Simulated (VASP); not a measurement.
MgO, 4 atoms in the cell. The structure is orthorhombic, space group Cmcm (No. 63). The conventional cell has a = 3.372 Å, b = 5.841 Å, c = 4.488 Å, α = 90.00°, β = 90.00°, γ = 90.00°. Mg (site symmetry m2m) has 5 O at 1.93 to 2.25 Å within 2.6 Å. O (site symmetry m2m) has 5 Mg at 1.93 to 2.25 Å within 2.6 Å.  This cell differs from its parent crystal: mode 5 frozen in at -0.073 Å, strain +e along z and -e/2 along x and y +0.0700.

- Program: VASP 6.6.1
- Task: single point
- Functional: PBEsol
- Potentials or basis: VASP PAW PBE potentials, release 64 (Mg, O)
- Cutoff: 520 eV
- k mesh: 9 × 9 × 6
- Occupations: gaussian, width 0.05 eV
- Spin: no spin polarisation
- Dipole correction: no
- Further INCAR settings: ALGO = Normal; EDIFF = 1e-06; NBANDS = 16

Potentials or basis: VASP PAW PBE potentials, release 64 (Mg, O).

The run is started by

```console
$ cat potpaw_PBE.64/Mg/POTCAR potpaw_PBE.64/O/POTCAR > POTCAR
$ mpirun -np 1 vasp_std > vasp.out
```

Hardware: 1 thread of Intel(R) Xeon(R) 6975P-C (Granite Rapids) (shared host).

Task: Estimate the wall time of this run.

Result: Run time: 25 s on 1 thread of Intel(R) Xeon(R) 6975P-C (Granite Rapids), on a shared host, peak memory 0.2 GiB. Counts: scf iterations 12, k points 100.
